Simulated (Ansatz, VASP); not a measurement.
## Two plane-wave programs on ZnS

```
Zn S
1.0
     3.82120    0.00000    0.00000
     1.91060    3.30926    0.00000
     1.91060    1.10309    3.12000
Zn S
1 1
Direct
  0.25000 0.25000 0.25000
  0.00000 0.00000 0.00000
```

Alike in both runs: task single point; functional PBE; k mesh 4 × 4 × 4; no spin polarisation.

|  | VASP | Ansatz |
| --- | --- | --- |
| version | VASP 6.6.1 | Ansatz 0.2.0 |
| potentials or method | VASP PAW PBE potentials, release 64 (Zn, S), cutoff 520 eV | plane waves, PAW |
| occupations | gaussian, width 0.01 eV | fixed |
| valence electrons in the cell | 18 | 18 |

|  | VASP | Ansatz | Ansatz less VASP |
| --- | --- | --- | --- |
| gap on the k mesh at the Fermi level (eV) | 2.10 | 2.10 | -0.005 |

The k mesh is coarse, so the values compare programs but aren't converged.
